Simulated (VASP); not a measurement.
# Ti3N3O in VASP: notebook

Runs on Ti3N3O. Level: PBE. Tasks: single point.

Everything below comes from runs of VASP 6.6.1. Logs are shortened: lines on timing, memory, paths and dates and some standing lists are left out, and cuts for length are marked.

### Step 1. The cell of the first run

The cell holds a slab with vacuum, 7 atoms: a = 3.003 Å, b = 3.003 Å, c = 19.758 Å, α = 90.00°, β = 90.00°, γ = 90.00°.

### Step 2. Single point, PBE

File INCAR:

```
SYSTEM = Ti3N3O
PREC = Accurate ; ENCUT = 520
EDIFF = 1E-6 ; ISMEAR = 0
SIGMA = 0.1 ; LREAL = .False.
LASPH = .True. ; NELM = 80
ALGO = Normal ; ISIF = 2
LWAVE = .False. ; LCHARG = .False.
LDIPOL = .True. ; IDIPOL = 3
DIPOL = 0.5 0.5 0.332 ; GGA = PE
NBANDS = 38
```

File KPOINTS:

```
regular mesh
0
Gamma
  9 9 1
  0 0 0
```

File POSCAR:

```
Ti3N3O
1.0
    3.0028555065      0.0000000000      0.0000000000
    0.0000000000      3.0028555065      0.0000000000
    0.0000000000      0.0000000000     19.7584945265
Ti N O
3 3 1
Direct
    0.5000000000      0.5000000000      0.2024445736
    0.0000000000      0.0000000000      0.3072496201
    0.5000000000      0.4053712962      0.4146017491
    0.0000000000      0.0000000000      0.2024445736
    0.5000000000      0.5000000000      0.3055678856
    0.0000000000     -0.1161076455      0.4151778110
    0.0000000000      0.1250000000      0.4780481227
```

Potentials or basis: VASP PAW PBE potentials, release 64 (Ti_sv, N, O).

On the command line:

```console
$ cat potpaw_PBE.64/Ti_sv/POTCAR potpaw_PBE.64/N/POTCAR potpaw_PBE.64/O/POTCAR > POTCAR
$ mpirun -np 1 vasp_std > vasp.out
```

OUTCAR:

```text
SYSTEM = Ti3N3O
   PREC = Accurate
   ENCUT = 520
   EDIFF = 1E-6
   ISMEAR = 0
   LREAL = .False.
   LASPH = .True.
   NELM = 80
   ISIF = 2
   GGA = PE

 ion  position               nearest neighbor table
   1  0.500  0.500  0.202-   5 2.04   4 2.12   4 2.12   4 2.12   4 2.12
   2  0.000  0.000  0.307-   4 2.07   5 2.12   5 2.12   5 2.12   5 2.12   6 2.16   3 2.87   3 2.87

   3  0.500  0.405  0.415-   6 2.08   6 2.08   7 2.13   7 2.13   6 2.17   6 2.17   5 2.17   2 2.87
                             2 2.87
   4  0.000  0.000  0.202-   2 2.07   1 2.12   1 2.12   1 2.12   1 2.12
   5  0.500  0.500  0.306-   1 2.04   2 2.12   2 2.12   2 2.12   2 2.12   3 2.17
   6  0.000  0.884  0.415-   7 1.44   3 2.08   3 2.08   2 2.16   3 2.17   3 2.17
   7  0.000  0.125  0.478-   6 1.44   3 2.13   3 2.13

  LATTYP: Found a simple tetragonal cell.
 ALAT       =     3.0028555065
 C/A-ratio  =     6.5799018580

  Lattice vectors:

 A1 = (   3.0028555065,   0.0000000000,   0.0000000000)
 A2 = (   0.0000000000,   3.0028555065,   0.0000000000)
 A3 = (   0.0000000000,   0.0000000000,  19.7584945265)

Analysis of symmetry for initial positions (statically):
=====================================================================
 Subroutine PRICEL returns:
 Original cell was already a primitive cell.

 Routine SETGRP: Setting up the symmetry group for a
 simple tetragonal supercell.

 Subroutine GETGRP returns: Found  2 space group operations
 (whereof  2 operations were pure point group operations)
 out of a pool of 16 trial point group operations.

The static configuration has the point symmetry C_1h.

Analysis of symmetry for dynamics (positions and initial velocities):
=====================================================================
 Subroutine PRICEL returns:
 Original cell was already a primitive cell.

 Routine SETGRP: Setting up the symmetry group for a
 simple tetragonal supercell.

 Subroutine GETGRP returns: Found  2 space group operations
 (whereof  2 operations were pure point group operations)
 out of a pool of 16 trial point group operations.

The dynamic configuration has the point symmetry C_1h.

 Subroutine INISYM returns: Found  2 space group operations
 (whereof  2 operations are pure point group operations),
 and found     1 'primitive' translations

----------------------------------------------------------------------------------------

                                     Primitive cell

  volume of cell :     178.1651

  direct lattice vectors                    reciprocal lattice vectors
     3.002855506  0.000000000  0.000000000     0.333016357  0.000000000  0.000000000
     0.000000000  3.002855506  0.000000000     0.000000000  0.333016357  0.000000000
     0.000000000  0.000000000 19.758494527     0.000000000  0.000000000  0.050611143

  length of vectors
     3.002855506  3.002855506 19.758494527     0.333016357  0.333016357  0.050611143

  position of ions in fractional coordinates (direct lattice)
     0.500000000  0.500000000  0.202444574
     0.000000000  0.000000000  0.307249620
     0.500000000  0.405371296  0.414601749
     0.000000000  0.000000000  0.202444574
     0.500000000  0.500000000  0.305567886
     0.000000000  0.883892354  0.415177811
     0.000000000  0.125000000  0.478048123

  ion indices of the primitive-cell ions
   primitive index   ion index
                 1           1
                 2           2
                 3           3
                 4           4
                 5           5
                 6           6
                 7           7

----------------------------------------------------------------------------------------

 KPOINTS: regular mesh

Automatic generation of k-mesh.
 Grid dimensions read from file:
 generate k-points for:    9    9    1

 Generating k-lattice:

  Cartesian coordinates                     Fractional coordinates (reciprocal lattice)
     0.037001817  0.000000000  0.000000000     0.111111111  0.000000000  0.000000000
     0.000000000  0.037001817  0.000000000     0.000000000  0.111111111  0.000000000
     0.000000000  0.000000000  0.050611143     0.000000000  0.000000000  1.000000000

  Length of vectors
     0.037001817  0.037001817  0.050611143

  Shift w.r.t. Gamma in fractional coordinates (k-lattice)
     0.000000000  0.000000000  0.000000000

 Subroutine IBZKPT returns following result:
 ===========================================

 Found     25 irreducible k-points:

 Following reciprocal coordinates:
            Coordinates               Weight
  0.000000  0.000000  0.000000      1.000000
  0.111111  0.000000  0.000000      2.000000
  0.000000  0.111111  0.000000      2.000000
  0.222222  0.000000  0.000000      2.000000
  0.000000  0.222222  0.000000      2.000000
  0.333333  0.000000  0.000000      2.000000
[... 16 lines left out ...]
  0.444444  0.333333  0.000000      4.000000
 -0.333333  0.444444  0.000000      4.000000
   k-points           NKPTS =     25   k-points in BZ     NKDIM =     25   number of bands    NBANDS=     38
   number of dos      NEDOS =    301   number of ions     NIONS =      7
   total plane-waves  NPLWV =  86400
   dimension x,y,z NGX =    24 NGY =   24 NGZ =  150
   dimension x,y,z NGXF=    48 NGYF=   48 NGZF=  300
   ions per type =               3   3   1
   NGX,Y,Z   is equivalent  to a cutoff of  13.29, 13.29, 12.62 a.u.
   NGXF,Y,Z  is equivalent  to a cutoff of  26.57, 26.57, 25.24 a.u.
 SYSTEM =  Ti3N3O
   PREC   = accura    normal or accurate (medium, high low for compatibility)
   ISTART =      0    job   : 0-new  1-cont  2-samecut
   ICHARG =      2    charge: 1-file 2-atom 10-const
   ISPIN  =      1    spin polarized calculation?
   LNONCOLLINEAR =      F non collinear calculations
   LSORBIT =      F    spin-orbit coupling
   LASPH  =      T    aspherical Exc in radial PAW
   ENCUT  =  520.0 eV  38.22 Ry    6.18 a.u.   5.58  5.58 36.74*2*pi/ulx,y,z
   NELM   =     80;   NELMIN=  2; NELMDL= -5     # of ELM steps
   EDIFF  = 0.1E-05   stopping-criterion for ELM
   LREAL  =      F    real-space projection
   EDIFFG = 0.1E-04   stopping-criterion for IOM
   NSW    =      0    number of steps for IOM
   IBRION =     -1    ionic relax: 0-MD 1-quasi-New 2-CG
   NFREE  =      0    steps in history (QN), initial steepest desc. (CG)
   ISIF   =      2    stress and relaxation
   ISYM   =      2    0-nonsym 1-usesym 2-fastsym
   POTIM  = 0.5000    time-step for ionic-motion
   TEBEG  =    0.0;   TEEND  =   0.0 temperature during run
   PSTRESS=    0.0 pullay stress
   NELECT =      57.0000    total number of electrons
   NUPDOWN=      -1.0000    fix difference up-down
   EMIN   =  10.00;   EMAX   =-10.00  energy-range for DOS
   EFERMI =   0.00;   METHOD = LEGACY
   ISMEAR =     0;   SIGMA  =   0.10  broadening in eV -4-tet -1-fermi 0-gaus
   EFERMI_NEDOS =   21; number of points for ismear=-14 and -15
   IALGO  =     38    algorithm
   IMIX   =      4    mixing-type and parameters
     AMIX     =   0.40;   BMIX     =  1.00
     AMIX_MAG =   1.60;   BMIX_MAG =  1.00
  volume/ion in A,a.u.               =      25.45       171.76
  Fermi-wavevector in a.u.,A,eV,Ry     =   1.119676  2.115880 17.057262  1.253673
  Thomas-Fermi vector in A             =   2.256316
   LORBIT       =      0    0 simple, 1 ext, 2 COOP (PROOUT), +10 PAW based schemes
   GGA     = PE    functional components
   LHFCALC =     F    Hartree Fock is set to
   AEXX    =    0.0000 exact exchange contribution
   IVDW    =     0    specifies the selected vdW correction
   LEPSILON=     F    determine dielectric tensor
   LRPA    =     F    only Hartree local field effects (RPA)
 non-spin polarized calculation
 Gauss-broadening in eV      SIGMA  =   0.10
  energy-cutoff  :      520.00
  volume of cell :      178.17
 maximum number of plane-waves:      4826
 NGX is ok and might be reduce to    24
   NGX = 11   NGY = 11   NGZ = 73

 dipolmoment           0.000000      0.000000     -0.327748 electrons x Angstroem

 number of electron      57.0000003 magnetization

 dipolmoment           0.000000      0.000000      0.135105 electrons x Angstroem

 Free energy of the ion-electron system (eV)
  ---------------------------------------------------
  ext. energy  EPLUGINS =         0.00000000
  ---------------------------------------------------
  free energy    TOTEN  =       -62.51148877 eV

  energy without entropy =      -62.49651086  energy(sigma->0) =      -62.50399981

 E-fermi :   1.5922     XC(G=0):  -5.4654

 val. band max:        1.5882633263   @ k =   0.0000   0.2222   0.0000
 cond. band min:       1.5981278481   @ k =   0.0000   0.1111   0.0000
 fundamental gap:      0.0098645218
 Fermi energy:         1.5921649031

 k-point     1 :       0.0000    0.0000    0.0000
  band No.  band energies     occupation
      1     -56.5234      2.00000
      2     -56.3031      2.00000
      3     -56.0545      2.00000
      4     -32.8859      2.00000
      5     -32.7536      2.00000
      6     -32.7144      2.00000
[... 30 lines left out ...]
     37       3.1073      0.00000
     38       3.2146      0.00000

 k-point     2 :       0.1111    0.0000    0.0000
  band No.  band energies     occupation
      1     -56.5190      2.00000
      2     -56.2989      2.00000
      3     -56.0516      2.00000
      4     -32.8767      2.00000
      5     -32.7875      2.00000
      6     -32.7380      2.00000
[... 30 lines left out ...]
     37       3.3997      0.00000
     38       3.6839      0.00000
[... 859 lines left out ...]
     37       4.0027      0.00000
     38       4.4090      0.00000

 k-point    24 :      -0.3333    0.4444    0.0000
  band No.  band energies     occupation
      1     -56.4640      2.00000
      2     -56.2450      2.00000
      3     -56.0071      2.00000
      4     -32.9669      2.00000
      5     -32.9370      2.00000
      6     -32.7979      2.00000
[... 30 lines left out ...]
     37       4.0253      0.00000
     38       4.3679      0.00000

 [... further k-points ...]

------------------------ aborting loop because EDIFF is reached ----------------------------------------

 vacuum level on the upper side and lower side of the slab       (xc-potential included)         1.312        -1.347

  FORCE on cell =-STRESS in cart. coord.  units (eV):
  Direction    XX          YY          ZZ          XY          YZ          ZX
  --------------------------------------------------------------------------------------
  -------------------------------------------------------------------------------------
  Total       -2.5926975      1.3229010     -0.0235592      0.0000000      1.7062758      0.0000000
  in kB      -23.3152304     11.8963905     -0.2118600      0.0000000     15.3439470      0.0000000
  external PRESSURE =      -3.8769000 kB  Pullay stress =       0.0000000 kB

 VOLUME and BASIS-vectors are now :
 -----------------------------------------------------------------------------
  energy-cutoff  :      520.00
  volume of cell :      178.17
      direct lattice vectors                 reciprocal lattice vectors
     3.002855506  0.000000000  0.000000000     0.333016357  0.000000000  0.000000000
     0.000000000  3.002855506  0.000000000     0.000000000  0.333016357  0.000000000
     0.000000000  0.000000000 19.758494527     0.000000000  0.000000000  0.050611143

 POSITION                                       TOTAL-FORCE (eV/Angst)
 -----------------------------------------------------------------------------------
      1.50143      1.50143      4.00000         0.000000      0.021825      1.679654
      0.00000      0.00000      6.07079         0.000000     -0.124444     -0.541821
      1.50143      1.21727      8.19191         0.000000      0.034464     -0.015456
      0.00000      0.00000      4.00000         0.000000     -0.032474     -1.595196
      1.50143      1.50143      6.03756         0.000000     -0.327628      0.457285
      0.00000      2.65420      8.20329         0.000000     -0.126202     -0.180885
      0.00000      0.37536      9.44551         0.000000      0.554459      0.196418
 -----------------------------------------------------------------------------------
    total drift:                                0.000000      0.000030      0.000105

  FREE ENERGIE OF THE ION-ELECTRON SYSTEM (eV)
  ---------------------------------------------------
  free  energy   TOTEN  =       -62.5114887671 eV

  energy  without entropy=      -62.4965108574  energy(sigma->0) =      -62.50399981

 vacuum level on the upper side and lower side of the slab         6.644         3.814
```

Run time: 6.2 min. Hardware: 1 thread of Intel Xeon 6975P-C, shared host; peak memory 0.36 GiB.

Results:

- Free energy: -62.5115 eV
- Largest force: 1.680 eV/Å

Forces in eV/Å, atoms in the order of the input:
```
Ti   0.000  0.022  1.680
Ti   0.000 -0.124 -0.542
Ti   0.000  0.034 -0.015
N    0.000 -0.032 -1.595
N    0.000 -0.328  0.457
N    0.000 -0.126 -0.181
O    0.000  0.554  0.196
```

Caveat: an odd number of electrons without spin polarisation forces a metal; a magnetic or distorted state may lie lower.

(Continued in part 2 of 2.)
